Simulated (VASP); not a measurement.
# NaBe2 in VASP: notebook, part 2 of 2

VASP 6.6.1. Earlier steps stand in the parts before.

### 3 Single point, PBE

This run uses another cell than the first one: it holds 3 atoms, not 6.

INCAR

```
ALGO = Fast ; EDIFF = 1E-7
ENCUT = 520 ; GGA = PE
ISIF = 2 ; ISMEAR = 0
LASPH = True ; LCHARG = False
LREAL = False ; LWAVE = False
NBANDS = 12 ; NELM = 100
PREC = Accurate ; SIGMA = 0.1
```

KPOINTS

```
k-points
0
Gamma
  12 12 12
```

POSCAR

```
NaBe2
1.0
    3.8208490270      0.0000000000      0.0000000000
    0.0000000000      3.8208490270      0.0000000000
    0.0000000000      0.0000000000      4.1780264341
Na Be
1 2
Direct
    0.5000000000      0.5000000000      0.0000000000
    0.0000000000      0.0000000000      0.2533257869
    0.0000000000      0.0000000000      0.7466742131
```

Potentials or basis: VASP PAW PBE potentials, release 64 (Na_pv, Be).

The run is started by

```
$ cat potpaw_PBE.64/Na_pv/POTCAR potpaw_PBE.64/Be/POTCAR > POTCAR
$ mpirun -np 1 vasp_std > vasp.out
```

OUTCAR:

```text
EDIFF = 1E-7
   ENCUT = 520
   GGA = PE
   ISIF = 2
   ISMEAR = 0
   LASPH = True
   LREAL = False
   NELM = 100
   PREC = Accurate

 ion  position               nearest neighbor table
   1  0.500  0.500  0.000-
   2  0.000  0.000  0.253-   3 2.06   3 2.12
   3  0.000  0.000  0.747-   2 2.06   2 2.12

  LATTYP: Found a simple tetragonal cell.
[... 552 lines left out ...]

 [... further k-points ...]

------------------------ aborting loop because EDIFF is reached ----------------------------------------

  FORCE on cell =-STRESS in cart. coord.  units (eV):
  Direction    XX          YY          ZZ          XY          YZ          ZX
  --------------------------------------------------------------------------------------
  -------------------------------------------------------------------------------------
  Total        0.0110109      0.0110109      0.0160728      0.0000000      0.0000000     -0.0000000
  in kB        0.2892294      0.2892294      0.4221936      0.0000000      0.0000000     -0.0000000
  external PRESSURE =       0.3335508 kB  Pullay stress =       0.0000000 kB

 VOLUME and BASIS-vectors are now :
 -----------------------------------------------------------------------------
  energy-cutoff  :      520.00
  volume of cell :       60.99
      direct lattice vectors                 reciprocal lattice vectors
     3.820849027  0.000000000  0.000000000     0.261721935  0.000000000  0.000000000
     0.000000000  3.820849027  0.000000000     0.000000000  0.261721935  0.000000000
     0.000000000  0.000000000  4.178026434     0.000000000  0.000000000  0.239347456

 POSITION                                       TOTAL-FORCE (eV/Angst)
 -----------------------------------------------------------------------------------
      1.91042      1.91042      0.00000         0.000000     -0.000000      0.000000
      0.00000      0.00000      1.05840         0.000000      0.000000     -0.000133
      0.00000      0.00000      3.11962         0.000000     -0.000000      0.000133
 -----------------------------------------------------------------------------------
    total drift:                                0.000000      0.000000      0.000000

  FREE ENERGIE OF THE ION-ELECTRON SYSTEM (eV)
  ---------------------------------------------------
  free  energy   TOTEN  =        -5.7579950122 eV

  energy  without entropy=       -5.7488785291  energy(sigma->0) =       -5.75343677
```

stdout:

```text
POSCAR found type information on POSCAR NaBe
 POSCAR found :  2 types and       3 ions
 scaLAPACK will be used
 LDA part: xc-table for (Slater+PW92), standard interpolation
 POSCAR, INCAR and KPOINTS ok, starting setup
 FFT: planning ... GRIDC
 FFT: planning ... GRID_SOFT
 FFT: planning ... GRID
 WAVECAR not read
 entering main loop
```

Run time: 59 s. Hardware: 1 thread of AMD EPYC 9R45 (Zen 5), shared host; peak memory 0.22 GiB.

Results:

* Free energy: -5.7580 eV
* Pressure: 0.0 GPa

### 4 Relaxation of cell and atoms, PBE

This run uses another cell than the first one: it holds 3 atoms, not 6.

INCAR

```
SYSTEM = NaBe2
ALGO     = Fast           ! electronic algorithm
EDIFF    = 1E-6           ! SCF threshold, eV
EDIFFG   = -0.01          ! ionic threshold
ENCUT    = 600            ! plane-wave cutoff, eV
GGA      = PE             ! functional
IBRION   = 2              ! ionic algorithm
ISIF     = 3              ! what is computed and relaxed
ISMEAR   = 0              ! smearing method
LASPH    = .TRUE.         ! aspherical terms in the spheres
LCHARG   = .FALSE.        ! write CHGCAR
LREAL    = .FALSE.        ! projectors in reciprocal space
LWAVE    = .FALSE.        ! write WAVECAR
NELM     = 80             ! most SCF steps
NSW      = 100            ! ionic steps
PREC     = Accurate       ! precision mode
SIGMA    = 0.1            ! smearing width, eV
```

KPOINTS

```
k-points
0
G
  12 12 12
  0 0 0
```

POSCAR

```
NaBe2
1.0
    3.8415174312      0.0000000000      0.0000000000
    0.0000000000      3.8415174312      0.0000000000
    0.0000000000      0.0000000000      4.1576283677
Na Be
1 2
Direct
    0.5000000000      0.5000000000      0.0000000000
    0.0000000000      0.0000000000      0.2532903189
    0.0000000000      0.0000000000      0.7467096811
```

The run is started by

```
$ cat potpaw_PBE.64/Na_pv/POTCAR potpaw_PBE.64/Be/POTCAR > POTCAR
$ mpirun -np 1 vasp_std > vasp.out
```

Run time: 2.2 min. Hardware: 1 thread of AMD EPYC 9R45 (Zen 5), shared host; peak memory 0.26 GiB.

It converged, with:

```
Free energy                            : -5.7580 eV
Relaxed volume                         : 20.44 Å³/atom
Relaxed cell                           : a = 3.830 Å, b = 3.830 Å, c = 4.180 Å, α = 90.00°, β = 90.00°, γ = 90.00°
Space group after relaxing (to 0.05 Å) : P4/mmm (No. 123)
Energy gained by relaxing              : 0.3 meV/atom
Ionic steps                            : 5
Pressure after relaxing                : -0.1 GPa
```

Forces in eV/Å, atoms in the order of the input:
```
Na   0.000  0.000  0.000
Be   0.000  0.000  0.003
Be   0.000  0.000 -0.003
```

Step by step:
| step | energy change (eV) | largest force (eV/Å) | pressure (GPa) | volume (Å³) |
| --- | --- | --- | --- | --- |
| 1 | 0.0000 | 0.0191 | 0.06 | 61.36 |
| 2 | -0.0008 | 0.0124 | -0.06 | 61.43 |
| 3 | -0.0008 | 0.0218 | -0.07 | 61.45 |
| 4 | -0.0008 | 0.0228 | -0.10 | 61.45 |
| 5 | -0.0009 | 0.0026 | -0.05 | 61.33 |

Final structure:
```cif
data_structure
_symmetry_space_group_name_H-M 'P 1'
_symmetry_Int_Tables_number 1
_cell_length_a 3.8305
_cell_length_b 3.8305
_cell_length_c 4.1801
_cell_angle_alpha 90.000
_cell_angle_beta 90.000
_cell_angle_gamma 90.000
_cell_volume 61.33
loop_
_atom_site_label
_atom_site_type_symbol
_atom_site_fract_x
_atom_site_fract_y
_atom_site_fract_z
_atom_site_occupancy
Na1 Na 0.50000 0.50000 0.00000 1
Be1 Be 0.00000 0.00000 0.25325 1
Be2 Be 0.00000 0.00000 0.74675 1
```

Levels at points of the mesh, in eV from the Fermi level:
| k point | band 1 | band 2 | band 3 | band 4 | band 5 | band 6 | band 7 | band 8 | band 9 |
| --- | --- | --- | --- | --- | --- | --- | --- | --- | --- |
| (0.00, 0.00, 0.00) | -23.79 | -23.77 | -23.77 | -5.50 | -0.42 | 2.11 | 2.11 | 3.38 | 5.72 |
| (0.50, 0.00, 0.00) | -23.79 | -23.79 | -23.77 | -4.03 | -2.14 | 0.10 | 2.64 | 4.93 | 5.15 |
| (0.50, 0.50, 0.00) | -23.79 | -23.79 | -23.79 | -2.78 | -0.96 | -0.96 | 0.48 | 2.94 | 5.82 |
| (0.00, 0.00, 0.50) | -23.80 | -23.77 | -23.77 | -4.02 | -3.54 | 3.98 | 3.98 | 4.17 | 4.17 |
| (0.50, 0.00, 0.50) | -23.80 | -23.79 | -23.77 | -2.76 | -2.36 | -0.14 | 0.10 | 4.40 | 4.89 |
| (0.50, 0.50, 0.50) | -23.80 | -23.79 | -23.79 | -1.79 | -1.27 | 0.90 | 0.90 | 1.21 | 1.21 |

### 5 The runs side by side

```csv
task,cell,k mesh,cutoff (eV),gap on the mesh (eV),pressure (GPa)
single point,"a = 5.433, b = 5.433, c = 4.158 Å, 6 atoms",4 × 4 × 4,520,none,0.1
single point,"a = 3.821, b = 3.821, c = 4.178 Å, 3 atoms",12 × 12 × 12,520,none,0.0
relaxation of cell and atoms,"relaxed from a = 3.842, b = 3.842, c = 4.158 Å, 3 atoms",12 × 12 × 12,600,none,-0.1
```

Alike in all rows: level PBE; potentials or basis VASP PAW PBE potentials, release 64 (Na_pv, Be); no spin polarisation; smearing gaussian 0.1 eV.

Caveats: some runs use coarse meshes.

Total energies depend on the potentials used, so only differences within one code and one set of settings carry meaning.
